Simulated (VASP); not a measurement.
A run of VASP 6.6.1 is set up as follows.

The input INCAR:

```
PREC = Accurate
ENCUT = 520
EDIFF = 1E-6
ISMEAR = 0
SIGMA = 0.05
LREAL = F
LASPH = T
NELM = 60
ALGO = Normal
ISIF = 2
LWAVE = F
LCHARG = T
GGA = PS
LELF = T
LVHAR = T
NBANDS = 18
```

KPOINTS

```
regular mesh
0
Gamma
  9 9 6
```

Contents of POSCAR:

```
LiF
1.0
    3.0609398175      0.0000000000      0.0000000000
   -1.5304699087      2.6508516414      0.0000000000
    0.0000000000      0.0000000000      4.8073245700
Li F
2 2
Direct
    0.3333333333      0.6666666667      0.3811542600
    0.6666666667      0.3333333333      0.8811542600
    0.3333333333      0.6666666667      0.9626413533
    0.6666666667      0.3333333333      0.4626413533
```

Potentials or basis: VASP PAW PBE potentials, release 64 (Li_sv, F).

Launch:

```console
$ cat potpaw_PBE.64/Li_sv/POTCAR potpaw_PBE.64/F/POTCAR > POTCAR
$ mpirun -np 1 vasp_std > vasp.out
```

Estimate the largest force.

0.297 eV/Å.

Estimate the band gap on the k mesh.

7.59 eV, direct.

Forces in eV/Å, atoms in the order of the input:
```
Li   0.000  0.000 -0.297
Li   0.000  0.000 -0.297
F    0.000  0.000  0.297
F    0.000  0.000  0.297
```

Caveat: the cell differs from its parent crystal (all F atoms moved -0.150 Å, as atom 3 along Cartesian [0 0 1]); the PAW data sets were made with another functional, which shifts forces and pressure a little. A k mesh can miss the band edges.
